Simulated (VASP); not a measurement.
# ZnS (Cm) in VASP: notebook, part 2 of 2

VASP 6.6.1. The steps go on from the part before.

## (4) Single point, PBE (the distance across one plane changed)

INCAR

```
SYSTEM = ZnS
PREC     = Accurate       ! precision mode
ENCUT    = 520            ! plane-wave cutoff, eV
EDIFF    = 1E-6           ! SCF threshold, eV
ISMEAR   = 0              ! smearing method
SIGMA    = 0.05           ! smearing width, eV
LREAL    = Auto         
LASPH    = .True.         ! aspherical terms in the spheres
NELM     = 100            ! most SCF steps
ALGO     = Normal         ! electronic algorithm
ISIF     = 2              ! what is computed and relaxed
LWAVE    = .False.        ! write WAVECAR
LCHARG   = .True.         ! write CHGCAR
GGA      = PE             ! functional
LELF     = .True.         ! ELF
LVHAR    = .True.       
NBANDS   = 86             ! bands
ISYM     = 0            
LUSENCCL = .False.
```

KPOINTS

```
regular mesh
0
Gamma
  4 7 3
  0 0 0
```

POSCAR

```
ZnS
1.0
   -1.9227464936     -3.3302946170      6.3053333075
    1.9227464936     -3.3302946170      0.0000000000
   10.3795077729      3.7724151954      6.7723639023
Zn S
8 8
Direct
    0.6723497641      1.0034386960      0.1633228439
    0.9298344081      0.5290410848      0.8546334222
    0.4248446455      0.5119728256      0.3937597033
    0.1773395268      1.0205069552      0.6241965627
    0.9660954986      0.2605504707      0.3553535601
    0.2136006173      0.7520163410      0.1249167006
    0.7185903800      0.7690846003      0.5857904195
    0.4710852613      0.2776187299      0.8162272789
    0.9542045628      0.8193550332      0.2496353707
    0.2017096815      0.3108209036      0.0191985112
    0.7066994442      0.3278891629      0.4800722301
    0.4591943255      0.8364232925      0.7105090895
    0.2479502973      0.0764668079      0.4416660868
    0.4954554160      0.5679326783      0.2112292274
    1.0004451787      0.5850009376      0.6721029462
    0.7529400600      0.0935350672      0.9025398057
```

Potentials or basis: VASP PAW PBE potentials, release 64 (Zn, S).

On the command line:

```
cat potpaw_PBE.64/Zn/POTCAR potpaw_PBE.64/S/POTCAR > POTCAR
mpirun -np 1 vasp_std > vasp.out
```

OUTCAR:

```text
SYSTEM = ZnS
   PREC = Accurate
   ENCUT = 520
   EDIFF = 1E-6
   ISMEAR = 0
   LREAL = Auto
   LASPH = .True.
   NELM = 100
   ISIF = 2
   GGA = PE
   ISYM = 0

 ion  position               nearest neighbor table
   1  0.672  0.003  0.163-  14 2.36  14 2.36   9 2.36
   2  0.930  0.529  0.855-  16 2.36  16 2.36  15 2.36
   3  0.425  0.512  0.394-  13 2.36  13 2.36  14 2.36  11 2.36
   4  0.177  0.021  0.624-  15 2.36  15 2.36  13 2.36  12 2.36
   5  0.966  0.261  0.355-  11 2.36   9 2.36   9 2.36  13 2.36
   6  0.214  0.752  0.125-  10 2.36  10 2.36   9 2.36  14 2.36
   7  0.719  0.769  0.586-  12 2.36  11 2.36  11 2.36  15 2.36
   8  0.471  0.278  0.816-  12 2.36  12 2.36  16 2.36
   9  0.954  0.819  0.250-   5 2.36   5 2.36   6 2.36   1 2.36
  10  0.202  0.311  0.019-   6 2.36   6 2.36
  11  0.707  0.328  0.480-   5 2.36   7 2.36   7 2.36   3 2.36
  12  0.459  0.836  0.711-   7 2.36   8 2.36   8 2.36   4 2.36
  13  0.248  0.076  0.442-   3 2.36   3 2.36   4 2.36   5 2.36
  14  0.495  0.568  0.211-   1 2.36   1 2.36   3 2.36   6 2.36
  15  0.000  0.585  0.672-   4 2.36   4 2.36   2 2.36   7 2.36
  16  0.753  0.094  0.903-   2 2.36   2 2.36   8 2.36

IMPORTANT INFORMATION: All symmetrisations will be switched off!
NOSYMM: (Re-)initialisation of all symmetry stuff for point group C_1.

----------------------------------------------------------------------------------------

                                     Primitive cell

  volume of cell :     350.4215

  direct lattice vectors                    reciprocal lattice vectors
    -1.922746494 -3.330294617  6.305333307    -0.064362390 -0.037159643  0.119342602
     1.922746494 -3.330294617  0.000000000     0.132241596 -0.223924013 -0.077944471
    10.379507773  3.772415195  6.772363902     0.059923880  0.034597068  0.036546341

  length of vectors
     7.385461694  3.845492987 12.954929982     0.140591653  0.271486913  0.078252562

  position of ions in fractional coordinates (direct lattice)
     0.672349764  0.003438696  0.163322844
     0.929834408  0.529041085  0.854633422
     0.424844646  0.511972826  0.393759703
     0.177339527  0.020506955  0.624196563
     0.966095499  0.260550471  0.355353560
     0.213600617  0.752016341  0.124916701
[... 8 lines left out ...]
     0.000445179  0.585000938  0.672102946
     0.752940060  0.093535067  0.902539806

  ion indices of the primitive-cell ions
   primitive index   ion index
                 1           1
                 2           2
                 3           3
                 4           4
                 5           5
                 6           6
[... 8 lines left out ...]
                15          15
                16          16

----------------------------------------------------------------------------------------

 KPOINTS: regular mesh

Automatic generation of k-mesh.
 Grid dimensions read from file:
 generate k-points for:    4    7    3

 Generating k-lattice:

  Cartesian coordinates                     Fractional coordinates (reciprocal lattice)
    -0.016090597 -0.009289911  0.029835650     0.250000000  0.000000000  0.000000000
     0.018891657 -0.031989145 -0.011134924     0.000000000  0.142857143 -0.000000000
[... 40 lines left out ...]
  0.000000  0.142857  0.000000      2.000000
  0.250000  0.142857  0.000000      2.000000
  0.500000  0.142857  0.000000      2.000000
[... 16 lines left out ...]
 -0.250000  0.142857  0.333333      2.000000
  0.000000  0.285714  0.333333      2.000000
 [... further k-points ...]
   k-points           NKPTS =     43   k-points in BZ     NKDIM =     43   number of bands    NBANDS=     86
   number of dos      NEDOS =    301   number of ions     NIONS =     16
   total plane-waves  NPLWV = 161280
   dimension x,y,z NGX =    56 NGY =   30 NGZ =   96
   dimension x,y,z NGXF=   112 NGYF=   60 NGZF=  192
   ions per type =               8   8
   NGX,Y,Z   is equivalent  to a cutoff of  12.61, 12.97, 12.32 a.u.
   NGXF,Y,Z  is equivalent  to a cutoff of  25.21, 25.94, 24.64 a.u.
 SYSTEM =  ZnS
   PREC   = accura    normal or accurate (medium, high low for compatibility)
   ISTART =      0    job   : 0-new  1-cont  2-samecut
   ICHARG =      2    charge: 1-file 2-atom 10-const
   ISPIN  =      1    spin polarized calculation?
   LNONCOLLINEAR =      F non collinear calculations
   LSORBIT =      F    spin-orbit coupling
   LASPH  =      T    aspherical Exc in radial PAW
   ENCUT  =  520.0 eV  38.22 Ry    6.18 a.u.  13.73  7.15 24.09*2*pi/ulx,y,z
   NELM   =    100;   NELMIN=  2; NELMDL= -5     # of ELM steps
   EDIFF  = 0.1E-05   stopping-criterion for ELM
   LREAL  =      T    real-space projection
   EDIFFG = 0.1E-04   stopping-criterion for IOM
   NSW    =      0    number of steps for IOM
   IBRION =     -1    ionic relax: 0-MD 1-quasi-New 2-CG
   NFREE  =      0    steps in history (QN), initial steepest desc. (CG)
   ISIF   =      2    stress and relaxation
   ISYM   =      0    0-nonsym 1-usesym 2-fastsym
   POTIM  = 0.5000    time-step for ionic-motion
   TEBEG  =    0.0;   TEEND  =   0.0 temperature during run
   PSTRESS=    0.0 pullay stress
   NELECT =     144.0000    total number of electrons
   NUPDOWN=      -1.0000    fix difference up-down
   EMIN   =  10.00;   EMAX   =-10.00  energy-range for DOS
   EFERMI =   0.00;   METHOD = LEGACY
   ISMEAR =     0;   SIGMA  =   0.05  broadening in eV -4-tet -1-fermi 0-gaus
   EFERMI_NEDOS =   21; number of points for ismear=-14 and -15
   IALGO  =     38    algorithm
   IMIX   =      4    mixing-type and parameters
     AMIX     =   0.40;   BMIX     =  1.00
     AMIX_MAG =   1.60;   BMIX_MAG =  1.00
  volume/ion in A,a.u.               =      21.90       147.80
  Fermi-wavevector in a.u.,A,eV,Ry     =   1.217116  2.300016 20.155290  1.481372
  Thomas-Fermi vector in A             =   2.352447
   LORBIT       =      0    0 simple, 1 ext, 2 COOP (PROOUT), +10 PAW based schemes
   GGA     = PE    functional components
   LHFCALC =     F    Hartree Fock is set to
   AEXX    =    0.0000 exact exchange contribution
   IVDW    =     0    specifies the selected vdW correction
   LEPSILON=     F    determine dielectric tensor
   LRPA    =     F    only Hartree local field effects (RPA)
 non-spin polarized calculation
 Gauss-broadening in eV      SIGMA  =   0.05
  energy-cutoff  :      520.00
  volume of cell :      350.42
 maximum number of plane-waves:      9466
 NGX is ok and might be reduce to    56
   NGX = 27   NGY = 15   NGZ = 49

 number of electron     143.9999998 magnetization

 Free energy of the ion-electron system (eV)
  ---------------------------------------------------
  ext. energy  EPLUGINS =         0.00000000
  ---------------------------------------------------
  free energy    TOTEN  =       -52.73396252 eV

  energy without entropy =      -52.73396252  energy(sigma->0) =      -52.73396252

 E-fermi :   1.9124     XC(G=0):  -9.1084

 val. band max:        1.6795227419   @ k =   0.0000   0.0000   0.0000
 cond. band min:       2.8055444328   @ k =   0.0000   0.0000   0.0000
 fundamental gap:      1.1260216908
 Fermi energy:         1.9124471277

 k-point     1 :       0.0000    0.0000    0.0000
  band No.  band energies     occupation
      1     -11.7918      2.00000
      2     -11.4416      2.00000
      3     -11.1051      2.00000
      4     -11.0012      2.00000
      5     -10.9207      2.00000
      6     -10.8678      2.00000
[... 2077 lines left out ...]
     83       6.9524      0.00000
     84       7.2825      0.00000

 [... further k-points ...]

 [bands above 84 left out]

------------------------ aborting loop because EDIFF is reached ----------------------------------------

  FORCE on cell =-STRESS in cart. coord.  units (eV):
  Direction    XX          YY          ZZ          XY          YZ          ZX
  --------------------------------------------------------------------------------------
  -------------------------------------------------------------------------------------
  Total       -4.7950511     -2.6401305     -3.8286223     -1.8669403     -1.0737867     -1.8614322
  in kB      -21.9236592    -12.0710539    -17.5050083     -8.5359181     -4.9095062     -8.5107340
  external PRESSURE =     -17.1665738 kB  Pullay stress =       0.0000000 kB

 VOLUME and BASIS-vectors are now :
 -----------------------------------------------------------------------------
  energy-cutoff  :      520.00
  volume of cell :      350.42
      direct lattice vectors                 reciprocal lattice vectors
    -1.922746494 -3.330294617  6.305333307    -0.064362390 -0.037159643  0.119342602
     1.922746494 -3.330294617  0.000000000     0.132241596 -0.223924013 -0.077944471
    10.379507773  3.772415195  6.772363902     0.059923880  0.034597068  0.036546341

 POSITION                                       TOTAL-FORCE (eV/Angst)
 -----------------------------------------------------------------------------------
      0.40906     -1.63445      5.34547         0.196242      0.113952      0.056787
      8.10005     -1.63445     11.65080         0.759093      0.439049      0.051620
      4.25456     -1.63445      5.34547         0.022497      0.012202      0.057796
      6.17730      1.69584      5.34547         0.025137      0.014595     -0.045792
      2.33181     -2.74455      8.49814        -0.074532     -0.041769     -0.099603
      2.33181     -2.74455      2.19280        -0.746636     -0.431065     -0.652680
[... 8 lines left out ...]
      8.10005      0.58574      4.55453        -0.114484     -0.066115      0.299616
      8.10005      0.58574     10.85987         0.366127      0.210014      0.375442
 -----------------------------------------------------------------------------------
    total drift:                                0.001293     -0.001672      0.003743

  FREE ENERGIE OF THE ION-ELECTRON SYSTEM (eV)
  ---------------------------------------------------
  free  energy   TOTEN  =       -52.7339625195 eV

  energy  without entropy=      -52.7339625195  energy(sigma->0) =      -52.73396252
```

It took 2.9 min on 1 × NVIDIA H100 80GB with 1 thread of AMD EPYC 7R13 (Zen 3), shared host; peak memory 1.9 GiB.

Results:

```yaml
Free_energy: -52.7340 eV
Pressure: -1.7 GPa
Largest_force: 1.081 eV/Å
Band_gap_on_the_k_mesh: 1.13 eV
```

Forces in eV/Å, atoms in the order of the input:
```
Zn   0.196  0.114  0.057
Zn   0.759  0.439  0.052
Zn   0.022  0.012  0.058
Zn   0.025  0.015 -0.046
Zn  -0.075 -0.042 -0.100
Zn  -0.747 -0.431 -0.653
Zn  -0.038 -0.022  0.053
Zn   0.289  0.167  0.734
S    0.041  0.021 -0.186
S   -0.741 -0.426 -0.519
S    0.121  0.069  0.040
S    0.431  0.249 -0.295
S   -0.085 -0.046 -0.016
S   -0.453 -0.262  0.145
S   -0.114 -0.066  0.300
S    0.366  0.210  0.375
```

Stress tensor (GPa, compression positive):
```
-2.19 -0.85 -0.85
-0.85 -1.21 -0.49
-0.85 -0.49 -1.75
```

Caveat: the cell differs from its parent crystal (the distance across one plane changed); forces of over 1 eV/Å act on the atoms, so gaps and moduli don't describe the material at rest.

## (5) The runs side by side

| cell | gap on the mesh (eV) | pressure (GPa) | largest force (eV/Å) |
| --- | --- | --- | --- |
| a = 7.385, b = 3.845, c = 17.906 Å, angles 83.8, 85.6, 74.9°, 16 atoms | none | -0.7 | 1.37 |
| a = 7.385, b = 3.845, c = 12.462 Å, angles 81.1, 83.6, 74.9°, 16 atoms | 1.74 | -1.5 | 1.18 |
| a = 7.385, b = 3.845, c = 12.955 Å, angles 81.5, 83.9, 74.9°, 16 atoms | 1.13 | -1.7 | 1.08 |

Alike in all rows: task single point; level PBE; potentials or basis VASP PAW PBE potentials, release 64 (Zn, S); no spin polarisation; k mesh 4 × 7 × 3; cutoff (eV) 520; smearing gaussian 0.05 eV.

Caveats: forces of over 1 eV/Å act on the atoms, so gaps and moduli don't describe the material at rest; semilocal functionals underestimate gaps, and a narrow one can read as zero (at least some runs).

Total energies depend on the potentials used, so only differences within one code and one set of settings carry meaning.
